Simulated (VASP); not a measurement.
The system is HgTe.

```
Hg Te
1.0
     0.00000    3.28920    3.28920
     3.28920    0.00000    3.28920
     3.28920    3.28920    0.00000
Hg Te
1 1
Direct
  0.00000 0.00000 0.00000
  0.25000 0.25000 0.25000
```

Base run:

* Program: VASP 6.6.1
* Functional: PBE
* Potentials or basis: VASP PAW PBE potentials, release 64 (Hg, Te)
* Cutoff: 520 eV
* k mesh: 6 × 6 × 6
* Occupations: fermi-dirac, width 0.02 eV
* Spin: no spin polarisation

Its results: band gap on the k mesh zero (filled and empty bands touch); pressure 1.3 GPa.

Problem. The run is repeated on the same cell with these changes: functional from PBE to HSE06; k mesh from 6 × 6 × 6 to 4 × 4 × 4. What comes out?

Solution. Band gap on the k mesh zero (filled and empty bands touch); pressure 0.1 GPa.

Several settings changed at once.

Caveats: some runs use coarse meshes; spin-orbit coupling is left out, which moves the levels of the heavy elements; semilocal functionals underestimate gaps, and a narrow one can read as zero (at least some runs); the PAW data sets were made with another functional, which shifts forces and pressure a little (at least some runs).
